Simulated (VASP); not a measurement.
**Ge: single point with PBE+D3(BJ)**

Slab: Ge, a slab with vacuum.

```xyz
4
Lattice="4.0227 0.0000 0.0000 -2.0113 3.4838 0.0000 0.0000 0.0000 18.8685" Properties=species:S:1:pos:R:3 pbc="T T T"
Ge    0.0000    2.3225    5.1843
Ge    2.0113    1.1613    4.5000
Ge    2.0113    1.1613   11.1685
Ge    0.0000    2.3225   10.4843
```

| Property | Result |
| --- | --- |
| Program | VASP 6.6.1 |
| Task | single point |
| Functional | PBE |
| Dispersion | D3(BJ) |
| Potentials or basis | VASP PAW PBE potentials, release 64 (Ge_d) |
| Cutoff | 520 eV |
| k mesh | 9 × 9 × 1 |
| Occupations | gaussian, width 0.1 eV |
| Spin | no spin polarisation |
| Dipole correction | yes |
| Further INCAR settings | ALGO = Normal; EDIFF = 1e-06; NBANDS = 36 |

The largest force is 0.047 eV/Å and the band gap on the k mesh is 0.06 eV, direct. The dispersion energy per atom is -0.172 eV.

Forces in eV/Å, atoms in the order of the input:
```
Ge   0.000  0.000  0.047
Ge   0.000  0.000  0.011
Ge   0.000  0.000 -0.011
Ge   0.000  0.000 -0.047
```

Levels at points of the mesh, in eV from the valence-band top:
| k point | band 26 | band 27 | band 28 | band 29 | band 30 | band 31 |
| --- | --- | --- | --- | --- | --- | --- |
| (0.00, 0.00, 0.00) | -0.42 | -0.41 | -0.41 | 0.58 | 0.64 | 2.05 |

It took 2.4 min on 1 thread of Intel(R) Xeon(R) Platinum 8259CL CPU @ 2.50GHz (Skylake/Cascade Lake), with other jobs on the host, peak memory 0.38 GiB.
